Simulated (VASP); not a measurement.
# Sc (P6_3/mmc) in VASP: a series of runs, part 2 of 2

VASP 6.6.1.

## Step 5: Single point, PBE (volume scaled by 0.55)

The input, INCAR:

```
ALGO = Normal
EDIFF = 1E-7
ENCUT = 520
GGA = PE
ISIF = 2
ISMEAR = -1
LASPH = True
LCHARG = False
LREAL = False
LWAVE = False
NBANDS = 18
NELM = 100
PREC = Accurate
SIGMA = 0.08
```

The input, KPOINTS:

```
k-points
0
Gamma
  13 13 7
```

The input, POSCAR:

```
Sc
1.0
    2.7017999969      0.0000000000      0.0000000000
   -1.3508999984      2.3398274332      0.0000000000
    0.0000000000      0.0000000000      4.2984785066
Sc
2
Direct
    0.3333333333      0.6666666667      0.2500000000
    0.6666666667      0.3333333333      0.7500000000
```

Potentials or basis: VASP PAW PBE potentials, release 64 (Sc_sv).

Run with:

```console
$ cat potpaw_PBE.64/Sc_sv/POTCAR > POTCAR
$ mpirun -np 1 vasp_std > vasp.out
```

OUTCAR:

```text
EDIFF = 1E-7
   ENCUT = 520
   GGA = PE
   ISIF = 2
   ISMEAR = -1
   LASPH = True
   LREAL = False
   NELM = 100
   PREC = Accurate

 ion  position               nearest neighbor table
   1  0.333  0.667  0.250-   2 2.66   2 2.66   2 2.66   2 2.66   2 2.66   2 2.66
   2  0.667  0.333  0.750-   1 2.66   1 2.66   1 2.66   1 2.66   1 2.66   1 2.66

  LATTYP: Found a hexagonal cell.
 ALAT       =     2.7017999969
 C/A-ratio  =     1.5909684327

  Lattice vectors:

 A1 = (   2.7017999969,   0.0000000000,   0.0000000000)
 A2 = (  -1.3508999984,   2.3398274332,   0.0000000000)
 A3 = (   0.0000000000,   0.0000000000,   4.2984785066)

Analysis of symmetry for initial positions (statically):
=====================================================================
 Subroutine PRICEL returns:
 Original cell was already a primitive cell.

 Routine SETGRP: Setting up the symmetry group for a
 hexagonal supercell.

 Subroutine GETGRP returns: Found 24 space group operations
 (whereof 12 operations were pure point group operations)
 out of a pool of 24 trial point group operations.

The static configuration has the point symmetry D_3d.
 The point group associated with its full space group is D_6h.

Analysis of symmetry for dynamics (positions and initial velocities):
=====================================================================
 Subroutine PRICEL returns:
 Original cell was already a primitive cell.

 Routine SETGRP: Setting up the symmetry group for a
 hexagonal supercell.

 Subroutine GETGRP returns: Found 24 space group operations
 (whereof 12 operations were pure point group operations)
 out of a pool of 24 trial point group operations.

The dynamic configuration has the point symmetry D_3d.
 The point group associated with its full space group is D_6h.

 Subroutine INISYM returns: Found 24 space group operations
 (whereof 12 operations are pure point group operations),
 and found     1 'primitive' translations

----------------------------------------------------------------------------------------

                                     Primitive cell

  volume of cell :      27.1739

  direct lattice vectors                    reciprocal lattice vectors
     2.701799997  0.000000000  0.000000000     0.370123622  0.213690973  0.000000000
    -1.350899998  2.339827433  0.000000000     0.000000000  0.427381945  0.000000000
     0.000000000  0.000000000  4.298478507     0.000000000  0.000000000  0.232640456

  length of vectors
     2.701799997  2.701799997  4.298478507     0.427381945  0.427381945  0.232640456

  position of ions in fractional coordinates (direct lattice)
     0.333333333  0.666666667  0.250000000
     0.666666667  0.333333333  0.750000000

  ion indices of the primitive-cell ions
   primitive index   ion index
                 1           1
                 2           2

----------------------------------------------------------------------------------------

 KPOINTS: k-points

Automatic generation of k-mesh.
 Grid dimensions read from file:
 generate k-points for:   13   13    7

 Generating k-lattice:

  Cartesian coordinates                     Fractional coordinates (reciprocal lattice)
     0.028471048  0.016437767  0.000000000     0.076923077  0.000000000  0.000000000
     0.000000000  0.032875534  0.000000000     0.000000000  0.076923077  0.000000000
     0.000000000  0.000000000  0.033234351     0.000000000  0.000000000  0.142857143

  Length of vectors
     0.032875534  0.032875534  0.033234351

  Shift w.r.t. Gamma in fractional coordinates (k-lattice)
     0.000000000  0.000000000  0.000000000

 Subroutine IBZKPT returns following result:
 ===========================================

 Found     84 irreducible k-points:

 Following reciprocal coordinates:
            Coordinates               Weight
  0.000000  0.000000  0.000000      1.000000
  0.076923  0.000000  0.000000      6.000000
  0.153846  0.000000  0.000000      6.000000
  0.230769  0.000000  0.000000      6.000000
  0.307692  0.000000  0.000000      6.000000
  0.384615  0.000000  0.000000      6.000000
[... 16 lines left out ...]
  0.076923  0.000000  0.142857     12.000000
  0.153846  0.000000  0.142857     12.000000
 [... further k-points ...]
   k-points           NKPTS =     84   k-points in BZ     NKDIM =     84   number of bands    NBANDS=     18
   number of dos      NEDOS =    301   number of ions     NIONS =      2
   total plane-waves  NPLWV =  12800
   dimension x,y,z NGX =    20 NGY =   20 NGZ =   32
   dimension x,y,z NGXF=    40 NGYF=   40 NGZF=   64
   ions per type =               2
   NGX,Y,Z   is equivalent  to a cutoff of  12.31, 12.31, 12.38 a.u.
   NGXF,Y,Z  is equivalent  to a cutoff of  24.61, 24.61, 24.75 a.u.
 SYSTEM =  unknown system
   PREC   = accura    normal or accurate (medium, high low for compatibility)
   ISTART =      0    job   : 0-new  1-cont  2-samecut
   ICHARG =      2    charge: 1-file 2-atom 10-const
   ISPIN  =      1    spin polarized calculation?
   LNONCOLLINEAR =      F non collinear calculations
   LSORBIT =      F    spin-orbit coupling
   LASPH  =      T    aspherical Exc in radial PAW
   ENCUT  =  520.0 eV  38.22 Ry    6.18 a.u.   5.02  5.02  7.99*2*pi/ulx,y,z
   NELM   =    100;   NELMIN=  2; NELMDL= -5     # of ELM steps
   EDIFF  = 0.1E-06   stopping-criterion for ELM
   LREAL  =      F    real-space projection
   EDIFFG = 0.1E-05   stopping-criterion for IOM
   NSW    =      0    number of steps for IOM
   IBRION =     -1    ionic relax: 0-MD 1-quasi-New 2-CG
   NFREE  =      0    steps in history (QN), initial steepest desc. (CG)
   ISIF   =      2    stress and relaxation
   ISYM   =      2    0-nonsym 1-usesym 2-fastsym
   POTIM  = 0.5000    time-step for ionic-motion
   TEBEG  =    0.0;   TEEND  =   0.0 temperature during run
   PSTRESS=    0.0 pullay stress
   NELECT =      22.0000    total number of electrons
   NUPDOWN=      -1.0000    fix difference up-down
   EMIN   =  10.00;   EMAX   =-10.00  energy-range for DOS
   EFERMI =   0.00;   METHOD = LEGACY
   ISMEAR =    -1;   SIGMA  =   0.08  broadening in eV -4-tet -1-fermi 0-gaus
   EFERMI_NEDOS =   21; number of points for ismear=-14 and -15
   IALGO  =     38    algorithm
   IMIX   =      4    mixing-type and parameters
     AMIX     =   0.40;   BMIX     =  1.00
     AMIX_MAG =   1.60;   BMIX_MAG =  1.00
  volume/ion in A,a.u.               =      13.59        91.69
  Fermi-wavevector in a.u.,A,eV,Ry     =   1.525803  2.883350 31.675380  2.328075
  Thomas-Fermi vector in A             =   2.633923
   LORBIT       =      0    0 simple, 1 ext, 2 COOP (PROOUT), +10 PAW based schemes
   GGA     = PE    functional components
   LHFCALC =     F    Hartree Fock is set to
   AEXX    =    0.0000 exact exchange contribution
   IVDW    =     0    specifies the selected vdW correction
   LEPSILON=     F    determine dielectric tensor
   LRPA    =     F    only Hartree local field effects (RPA)
 non-spin polarized calculation
  energy-cutoff  :      520.00
  volume of cell :       27.17
 maximum number of plane-waves:       750
 NGX is ok and might be reduce to    20
   NGX =  9   NGY =  9   NGZ = 15

 number of electron      22.0000007 magnetization

 Free energy of the ion-electron system (eV)
  ---------------------------------------------------
  ext. energy  EPLUGINS =         0.00000000
  ---------------------------------------------------
  free energy    TOTEN  =        -8.86678195 eV

  energy without entropy =       -8.82342758  energy(sigma->0) =       -8.84510477

 E-fermi :   8.0561     XC(G=0): -12.5807

 val. band max:        8.0155117017   @ k =   0.4615   0.0769   0.2857
 cond. band min:       8.0646457227   @ k =   0.3846   0.2308   0.1429
 fundamental gap:      0.0491340210
 Fermi energy:         8.0561220820

 k-point     1 :       0.0000    0.0000    0.0000
  band No.  band energies     occupation
      1     -40.4551      2.00000
      2     -39.7953      2.00000
      3     -20.1979      2.00000
      4     -18.0831      2.00000
      5     -18.0831      2.00000
      6     -17.7668      2.00000
[... 10 lines left out ...]
     17      11.8060      0.00000
     18      11.8060      0.00000
[... 463 lines left out ...]
 k-point    24 :       0.1538    0.0000    0.1429
  band No.  band energies     occupation
      1     -40.3182      2.00000
      2     -39.7810      2.00000
      3     -19.9317      2.00000
      4     -18.4594      2.00000
      5     -18.2475      2.00000
      6     -18.1879      2.00000
[... 10 lines left out ...]
     17      11.8749      0.00000
     18      12.0449      0.00000

 [... further k-points ...]

------------------------ aborting loop because EDIFF is reached ----------------------------------------

  FORCE on cell =-STRESS in cart. coord.  units (eV):
  Direction    XX          YY          ZZ          XY          YZ          ZX
  --------------------------------------------------------------------------------------
  -------------------------------------------------------------------------------------
  Total       13.0756385     13.0756385     13.1052472      0.0000000      0.0000000      0.0000000
  in kB      770.9419966    770.9419965    772.6877260      0.0000000      0.0000000      0.0000000
  external PRESSURE =     771.5239064 kB  Pullay stress =       0.0000000 kB

 VOLUME and BASIS-vectors are now :
 -----------------------------------------------------------------------------
  energy-cutoff  :      520.00
  volume of cell :       27.17
      direct lattice vectors                 reciprocal lattice vectors
     2.701799997  0.000000000  0.000000000     0.370123622  0.213690973  0.000000000
    -1.350899998  2.339827433  0.000000000     0.000000000  0.427381945  0.000000000
     0.000000000  0.000000000  4.298478507     0.000000000  0.000000000  0.232640456

 POSITION                                       TOTAL-FORCE (eV/Angst)
 -----------------------------------------------------------------------------------
     -0.00000      1.55988      1.07462         0.000000      0.000000      0.000000
      1.35090      0.77994      3.22386        -0.000000     -0.000000      0.000000
 -----------------------------------------------------------------------------------
    total drift:                               -0.000000      0.000000     -0.000000

  FREE ENERGIE OF THE ION-ELECTRON SYSTEM (eV)
  ---------------------------------------------------
  free  energy   TOTEN  =        -8.8667819472 eV

  energy  without entropy=       -8.8234275841  energy(sigma->0) =       -8.84510477
```

OSZICAR:

```text
N       E                     dE             d eps       ncg     rms          rms(c)
DAV:   1     0.306996583370E+03    0.30700E+03   -0.11341E+04  3064   0.147E+03
DAV:   2     0.440989204595E+01   -0.30259E+03   -0.29813E+03  3240   0.557E+02
DAV:   3    -0.919910327208E+01   -0.13609E+02   -0.13188E+02  4636   0.150E+02
DAV:   4    -0.942778500604E+01   -0.22868E+00   -0.22749E+00  4462   0.179E+01
DAV:   5    -0.943011681792E+01   -0.23318E-02   -0.23306E-02  4830   0.170E+00    0.182E+01
DAV:   6    -0.896220155524E+01    0.46792E+00   -0.80562E-01  3902   0.122E+01    0.806E+00
DAV:   7    -0.887162492327E+01    0.90577E-01   -0.32136E-01  4000   0.732E+00    0.914E-01
DAV:   8    -0.886685238006E+01    0.47725E-02   -0.14420E-02  3484   0.150E+00    0.326E-02
DAV:   9    -0.886679273366E+01    0.59646E-04   -0.36763E-04  4856   0.310E-01    0.247E-02
DAV:  10    -0.886678415006E+01    0.85836E-05   -0.19182E-05  4614   0.609E-02    0.948E-03
DAV:  11    -0.886678247444E+01    0.16756E-05   -0.35295E-07  3418   0.675E-03    0.105E-03
DAV:  12    -0.886678185724E+01    0.61721E-06   -0.74975E-08  1912   0.449E-03    0.118E-04
DAV:  13    -0.886678194723E+01   -0.89989E-07   -0.89522E-09  1818   0.192E-03
   1 F= -.88667819E+01 E0= -.88451048E+01  d E =-.433544E-01
```

Run time: 23 s. Hardware: 1 thread of Intel Xeon Platinum 8488C (Sapphire Rapids), shared host; peak memory 0.16 GiB.

Results:

```yaml
Free_energy: -8.8668 eV
Pressure: 77.2 GPa
Band_gap_on_the_k_mesh: zero (band 11 reaches 10.15 eV, above the bottom of band 12 at 7.47 eV)
```

Levels at points of the mesh, in eV from the Fermi level:
```tsv
k point	band 9	band 10	band 11	band 12	band 13	band 14
(0.00, 0.00, 0.00)	-5.34	-2.67	2.09	2.09	2.38	3.01
```
